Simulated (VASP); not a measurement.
Wanted: the native input for a VASP 6.6.1 run.

- Task: electric field gradients
- Functional: PBE
- Potentials or basis: VASP PAW PBE potentials, release 64 (In_d, Sb)
- Cutoff: 520 eV
- k mesh: 10 × 10 × 10
- Occupations: fermi-dirac, width 0.03 eV
- Spin: no spin polarisation
- Dipole correction: no
- Further INCAR settings: ALGO = Normal; EDIFF = 1e-08; NBANDS = 16

The structure of InSb lies in POSCAR:

```
InSb
1.0
    0.0000000000      3.2173604188      3.2173604188
    3.2173604188      0.0000000000      3.2173604188
    3.2173604188      3.2173604188      0.0000000000
In Sb
1 1
Direct
    0.0000000000      0.0000000000      0.0000000000
    0.7500000000      0.7500000000      0.7500000000
```

This cell differs from its parent crystal: volume scaled by 0.98.

The input as run:

INCAR

```
PREC = Accurate ; ENCUT = 520
EDIFF = 1E-8 ; ISMEAR = -1
SIGMA = 0.03 ; LREAL = False
LASPH = True ; NELM = 60
ALGO = Normal ; ISIF = 2
LWAVE = False ; LCHARG = False
GGA = PE ; LEFG = True
NBANDS = 16
```

KPOINTS

```
Automatic mesh
0
Gamma
  10 10 10
```

Potentials or basis: VASP PAW PBE potentials, release 64 (In_d, Sb).

The run is started by

```sh
$ cat potpaw_PBE.64/In_d/POTCAR potpaw_PBE.64/Sb/POTCAR > POTCAR
$ mpirun -np 1 vasp_std > vasp.out
```

Results of the run:

```yaml
Pressure: 4.2 GPa
Band_gap_on_the_k_mesh: zero (filled and empty bands touch)
```

Caveat: without QUAD_EFG the Cq values of the log hold for a quadrupole moment of 1 mb, not for the nuclei; spin-orbit coupling is left out, which moves the levels of the heavy elements.

Run time: 42 s on 1 thread of Intel(R) Xeon(R) Platinum 8488C (Sapphire Rapids), on a shared host, peak memory 0.23 GiB.
